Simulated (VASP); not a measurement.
# Ni (Fm-3m) in VASP: notebook, part 2 of 2

VASP 6.6.1.

## 3. Single point, PBE, collinear spin, ferromagnetic start

Input file INCAR:

```
ALGO     = Normal         # electronic algorithm
EDIFF    = 1E-6           # SCF threshold, eV
ENCUT    = 520            # plane-wave cutoff, eV
GGA      = PE             # functional
ISIF     = 2              # what is computed and relaxed
ISMEAR   = -1             # smearing method
ISPIN    = 2              # spin polarisation
LASPH    = T              # aspherical terms in the spheres
LCHARG   = T              # write CHGCAR
LELF     = T              # ELF
LMAXMIX  = 4              # l up to which the mixer works
LORBIT   = 11             # projections on sites
LREAL    = F              # projectors in reciprocal space
LVHAR    = T            
LWAVE    = F              # write WAVECAR
MAGMOM   = 2 2            # initial moments
NBANDS   = 21             # bands
NELM     = 150            # most SCF steps
PREC     = Accurate       # precision mode
SIGMA    = 0.1            # smearing width, eV
```

Input file KPOINTS:

```
k-points
0
Gamma
  12 12 12
```

Input file POSCAR:

```
Ni
1.0
    3.5347000000      1.7673500000      1.7673500000
    1.7673500000      3.5347000000      1.7673500000
    1.7673500000      1.7673500000      3.5347000000
Ni
2
Direct
    0.0000000000      0.0000000000      0.0000000000
    0.5000000000      0.5000000000      0.5000000000
```

Potentials or basis: VASP PAW PBE potentials, release 64 (Ni).

The run is started by

```console
cat potpaw_PBE.64/Ni/POTCAR > POTCAR
mpirun -np 1 vasp_std > vasp.out
```

OUTCAR:

```text
EDIFF = 1E-6
   ENCUT = 520
   GGA = PE
   ISIF = 2
   ISMEAR = -1
   ISPIN = 2
   LASPH = T
   LORBIT = 11
   LREAL = F
   NELM = 150
   PREC = Accurate

 ion  position               nearest neighbor table
   1  0.000  0.000  0.000-   2 2.50   2 2.50   2 2.50   2 2.50   2 2.50   2 2.50
   2  0.500  0.500  0.500-   1 2.50   1 2.50   1 2.50   1 2.50   1 2.50   1 2.50

  LATTYP: Found a trigonal (rhomboedric) cell.
 ALAT       =     4.3291056969
 COS(alpha) =     0.8333333333

  Lattice vectors:

 A1 = (   3.5347000000,   1.7673500000,   1.7673500000)
 A2 = (   1.7673500000,   3.5347000000,   1.7673500000)
 A3 = (   1.7673500000,   1.7673500000,   3.5347000000)

Analysis of symmetry for initial positions (statically):
=====================================================================
 Subroutine PRICEL returns following result:

  LATTYP: Found a face centered cubic cell.
 ALAT       =     3.5347000000
[... 12 lines left out ...]
 Subroutine GETGRP returns: Found 12 space group operations
 (whereof 12 operations were pure point group operations)
 out of a pool of 12 trial point group operations.

The static configuration has the point symmetry D_3d.

Analysis of symmetry for dynamics (positions and initial velocities):
=====================================================================
 Subroutine PRICEL returns following result:

  LATTYP: Found a face centered cubic cell.
 ALAT       =     3.5347000000
[... 12 lines left out ...]
 Subroutine GETGRP returns: Found 12 space group operations
 (whereof 12 operations were pure point group operations)
 out of a pool of 12 trial point group operations.

The dynamic configuration has the point symmetry D_3d.

Analysis of structural, dynamic, and magnetic symmetry:
=====================================================================
 Subroutine PRICEL returns following result:

  LATTYP: Found a face centered cubic cell.
 ALAT       =     3.5347000000
[... 12 lines left out ...]
 Subroutine GETGRP returns: Found 12 space group operations
 (whereof 12 operations were pure point group operations)
 out of a pool of 12 trial point group operations.

The overall configuration has the point symmetry D_3d.

 Subroutine INISYM returns: Found 12 space group operations
[... 139 lines left out ...]

  energy without entropy =      -10.88360517  energy(sigma->0) =      -10.93885010

 E-fermi :   9.1573     XC(G=0): -13.1693

 val. band max:        9.1547015858   @ k =   0.4167   0.4167   0.0833
 cond. band min:       9.1600009553   @ k =  -0.4167   0.3333   0.1667
 fundamental gap:      0.0052993694
 Fermi energy:         9.1572729369

 spin component 1

 k-point     1 :       0.0000    0.0000    0.0000
  band No.  band energies     occupation
      1       0.2612      1.00000
      2       4.4199      1.00000
      3       6.7811      1.00000
      4       6.7824      1.00000
      5       6.7824      1.00000
      6       6.7950      1.00000
[... 565 lines left out ...]
     20      35.9764      0.00000
     21      38.7734      0.00000

 [... further k-points ...]

 spin component 2

 k-point     1 :       0.0000    0.0000    0.0000
  band No.  band energies     occupation
      1       0.2270      1.00000
      2       4.8445      1.00000
      3       7.4161      1.00000
      4       7.4161      1.00000
      5       7.5213      1.00000
      6       7.5230      1.00000
[... 565 lines left out ...]
     20      35.9919      0.00000
     21      38.8092      0.00000

 [... further k-points ...]

------------------------ aborting loop because EDIFF is reached ----------------------------------------

  FORCE on cell =-STRESS in cart. coord.  units (eV):
  Direction    XX          YY          ZZ          XY          YZ          ZX
  --------------------------------------------------------------------------------------
  -------------------------------------------------------------------------------------
  Total       -0.3090458     -0.3090458     -0.3090458     -0.0078354     -0.0078354     -0.0078354
  in kB      -22.4236196    -22.4236196    -22.4236196     -0.5685194     -0.5685194     -0.5685194
  external PRESSURE =     -22.4236196 kB  Pullay stress =       0.0000000 kB

 VOLUME and BASIS-vectors are now :
 -----------------------------------------------------------------------------
  energy-cutoff  :      520.00
  volume of cell :       22.08
      direct lattice vectors                 reciprocal lattice vectors
     3.534700000  1.767350000  1.767350000     0.424364161 -0.141454720 -0.141454720
     1.767350000  3.534700000  1.767350000    -0.141454720  0.424364161 -0.141454720
     1.767350000  1.767350000  3.534700000    -0.141454720 -0.141454720  0.424364161

 POSITION                                       TOTAL-FORCE (eV/Angst)
 -----------------------------------------------------------------------------------
      0.00000      0.00000      0.00000        -0.000000     -0.000000      0.000000
      3.53470      3.53470      3.53470         0.000000      0.000000     -0.000000
 -----------------------------------------------------------------------------------
    total drift:                               -0.000000      0.000000     -0.000000

  FREE ENERGIE OF THE ION-ELECTRON SYSTEM (eV)
  ---------------------------------------------------
  free  energy   TOTEN  =       -10.9940950342 eV

  energy  without entropy=      -10.8836051687  energy(sigma->0) =      -10.93885010

 total charge

# of ion       s       p       d       tot
------------------------------------------
    1        0.492   0.485   8.308   9.284
    2        0.492   0.485   8.308   9.284
--------------------------------------------------
tot          0.983   0.970  16.615  18.568

 magnetization (x)

# of ion       s       p       d       tot
------------------------------------------
    1       -0.006  -0.024   0.669   0.639
    2       -0.006  -0.024   0.669   0.639
--------------------------------------------------
tot         -0.012  -0.049   1.339   1.278
```

OSZICAR:

```text
N       E                     dE             d eps       ncg     rms          rms(c)
DAV:   1     0.985896185919E+02    0.98590E+02   -0.88249E+03 17100   0.135E+03
DAV:   2    -0.676050759734E+01   -0.10535E+03   -0.96912E+02 16286   0.235E+02
DAV:   3    -0.126062478931E+02   -0.58457E+01   -0.56563E+01 18065   0.639E+01
DAV:   4    -0.126845999182E+02   -0.78352E-01   -0.78280E-01 18177   0.685E+00
DAV:   5    -0.126869792620E+02   -0.23793E-02   -0.23792E-02 18104   0.117E+00    0.155E+01
DAV:   6    -0.117362755710E+02    0.95070E+00   -0.83301E+00 18686   0.595E+01    0.928E+00
DAV:   7    -0.110227555644E+02    0.71352E+00   -0.17831E+00 18624   0.250E+01    0.246E+00
DAV:   8    -0.110012712540E+02    0.21484E-01   -0.13290E-02 21764   0.127E+00    0.128E+00
DAV:   9    -0.109961516338E+02    0.51196E-02   -0.54389E-04 23020   0.230E-01    0.515E-01
DAV:  10    -0.109940789723E+02    0.20727E-02   -0.19649E-04 24468   0.336E-01    0.793E-02
DAV:  11    -0.109941003738E+02   -0.21402E-04   -0.43555E-05 18519   0.652E-02    0.262E-02
DAV:  12    -0.109940960731E+02    0.43007E-05   -0.16276E-06 17469   0.235E-02    0.200E-02
DAV:  13    -0.109940949916E+02    0.10815E-05   -0.23147E-06 15564   0.157E-02    0.385E-03
DAV:  14    -0.109940950342E+02   -0.42544E-07   -0.88889E-08  8748   0.288E-03
   1 F= -.10994095E+02 E0= -.10938850E+02  d E =-.110490E+00  mag=     1.2519
```

stdout:

```text
POSCAR found type information on POSCAR Ni
 POSCAR found :  1 types and       2 ions
 scaLAPACK will be used
 LDA part: xc-table for (Slater+PW92), standard interpolation
 POSCAR, INCAR and KPOINTS ok, starting setup
 FFT: planning ... GRIDC
 FFT: planning ... GRID_SOFT
 FFT: planning ... GRID
 WAVECAR not read
 entering main loop
```

Wall time 2.8 min (1 thread of Intel Xeon Platinum 8488C (Sapphire Rapids), shared host); peak memory 0.28 GiB.

What came out:

| Item | Value |
| --- | --- |
| Free energy | -10.9941 eV |
| Pressure | -2.2 GPa |
| Net moment | 1.25 μB per cell |
| Site moments | Ni +0.64 μB |
| Valence electrons inside the program's atomic spheres | Ni 9.28 |

Levels at points of the mesh, in eV from the Fermi level:
Spin up:
```
           k point  band 9  band 10  band 11  band 12  band 13  band 14
(0.00, 0.00, 0.00)   -1.24    -0.59    -0.59    -0.25     5.58    22.11
(0.50, 0.00, 0.00)   -0.54    -0.54     2.22     2.22     8.37     8.37
(0.50, 0.50, 0.00)   -0.46    -0.46    -0.25     2.45     5.58     9.10
(0.50, 0.50, 0.50)   -1.17    -1.17    -1.17    -1.17    14.29    14.29
```
Spin down:
| k point | band 7 | band 8 | band 9 | band 10 | band 11 | band 12 |
| --- | --- | --- | --- | --- | --- | --- |
| (0.00, 0.00, 0.00) | -1.63 | -0.64 | -0.64 | -0.31 | 0.16 | 0.16 |
| (0.50, 0.00, 0.00) | -0.87 | -0.87 | 0.22 | 0.22 | 2.58 | 2.58 |
| (0.50, 0.50, 0.00) | 0.08 | 0.16 | 0.16 | 0.39 | 0.39 | 2.41 |
| (0.50, 0.50, 0.50) | -1.46 | -1.46 | -0.51 | -0.51 | -0.51 | -0.51 |

## 4. Single point, PBE, collinear spin

Input file INCAR:

```
PREC     = Accurate       # precision mode
ENCUT    = 520            # plane-wave cutoff, eV
EDIFF    = 1E-6           # SCF threshold, eV
ISMEAR   = -1             # smearing method
SIGMA    = 0.1            # smearing width, eV
LREAL    = False          # projectors in reciprocal space
LASPH    = True           # aspherical terms in the spheres
NELM     = 150            # most SCF steps
ALGO     = Normal         # electronic algorithm
ISIF     = 2              # what is computed and relaxed
LWAVE    = False          # write WAVECAR
LCHARG   = False          # write CHGCAR
ISPIN    = 2              # spin polarisation
MAGMOM   = 0 2            # initial moments
LORBIT   = 11             # projections on sites
LMAXMIX  = 4              # l up to which the mixer works
GGA      = PE             # functional
NBANDS   = 21             # bands
```

Input file KPOINTS:

```
Automatic mesh
0
Gamma
  12 12 12
```

POSCAR is that of step 3.

The run is started by

```console
cat potpaw_PBE.64/Ni/POTCAR > POTCAR
mpirun -np 1 vasp_std > vasp.out
```

It took 3.4 min on 1 thread of Intel Xeon Platinum 8488C (Sapphire Rapids), shared host; peak memory 0.29 GiB.

Results (log left out):

```yaml
Free_energy: -10.9941 eV
Pressure: -2.2 GPa
Net_moment: 1.25 μB per cell
Site_moments: Ni +0.64 μB
Valence_electrons_inside_the_program's_atomic_spheres: Ni 9.28
```

Stress tensor (GPa, compression positive):
```
-2.18 -0.06 -0.06
-0.06 -2.18 -0.06
-0.06 -0.06 -2.18
```

Levels at points of the mesh, in eV from the Fermi level:
Spin up:
```
           k point  band 8  band 9  band 10  band 11  band 12  band 13  band 14  band 15
(0.00, 0.00, 0.00)   -1.24   -1.24    -0.59    -0.59    -0.25     5.58    22.11    23.61
(0.50, 0.00, 0.00)   -1.52   -0.54    -0.54     2.22     2.22     8.37     8.37    14.43
(0.50, 0.50, 0.00)   -0.55   -0.46    -0.46    -0.25     2.45     5.58     9.10    14.70
(0.50, 0.50, 0.50)   -2.15   -1.17    -1.17    -1.17    -1.17    14.29    14.29    23.69
```
Spin down:
| k point | band 7 | band 8 | band 9 | band 10 | band 11 | band 12 |
| --- | --- | --- | --- | --- | --- | --- |
| (0.00, 0.00, 0.00) | -1.63 | -0.64 | -0.64 | -0.31 | 0.16 | 0.16 |
| (0.50, 0.00, 0.00) | -0.87 | -0.87 | 0.22 | 0.22 | 2.58 | 2.58 |
| (0.50, 0.50, 0.00) | 0.08 | 0.16 | 0.16 | 0.39 | 0.39 | 2.41 |
| (0.50, 0.50, 0.50) | -1.46 | -1.46 | -0.51 | -0.51 | -0.51 | -0.51 |
